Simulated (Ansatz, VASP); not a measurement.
TiAl in VASP and in Ansatz

File INCAR:

```
PREC = Accurate
ENCUT = 520
EDIFF = 1E-6
ISMEAR = 0
SIGMA = 0.15
LREAL = False
LASPH = True
NELM = 80
ALGO = Fast
ISIF = 2
LWAVE = False
LCHARG = False
GGA = PE
NBANDS = 14
```

File KPOINTS:

```
regular mesh
0
Gamma
  18 18 10
```

Contents of POSCAR:

```
TiAl
1.0
    2.8809683428      0.0000000000      0.0000000000
   -1.4404841714      2.4949917724      0.0000000000
    0.0000000000      0.0000000000      4.6484095146
Ti Al
1 1
Direct
    0.0000000000      0.0000000000      0.0000000000
    0.3333333333      0.6666666667      0.5000000000
```

Input for Ansatz:

```yaml
crystal:
  lattice:
    - [2.8809683428, 0.0, 0.0]
    - [-1.4404841714, 2.4949917724, 0.0]
    - [0.0, 0.0, 4.6484095146]
  atoms:
    - { symbol: Ti, position: [0.0, 0.0, 0.0] }
    - { symbol: Al, position: [0.3333333333, 0.6666666667, 0.5] }
basis:
  ecutwfc: 520.0
kpoints:
  mp_grid: { grid: [18, 18, 10] }
hamiltonian:
  xc: pbe
  pseudopotentials: { kind: paw, azcp: { folder: soft_1 } }
scf:
  occupations: { method: gaussian, width: 0.15 }
output:
  forces: true
  stress: true
  eigenvalues: true
  write_density: true
  write_potential: true
  elf: true
  volumetric_format: npy
```

Alike in both runs: task single point; functional PBE; k mesh 18 × 18 × 10; occupations gaussian, width 0.15 eV; no spin polarisation.

|  | VASP | Ansatz |
| --- | --- | --- |
| version | VASP 6.6.1 | Ansatz 0.2.0 |
| potentials or method | VASP PAW PBE potentials, release 64 (Ti_sv, Al), cutoff 520 eV | scalar-relativistic, plane waves, PAW |
| valence electrons in the cell | 15 | 15 |

VASP gave:

| Property | Result |
| --- | --- |
| gap on the k mesh at the Fermi level (eV) | none |
| pressure (GPa) | -0.1 |
| traceless stress, the component that is largest in VASP (GPa) | -0.03 |

Task: What did Ansatz give for the same quantities?

Result: gap on the k mesh at the Fermi level (eV): none; pressure (GPa): 0.0; traceless stress, the component that is largest in VASP (GPa): -0.08.

A gap of «none» marks a metal or a gap that the smearing closes.
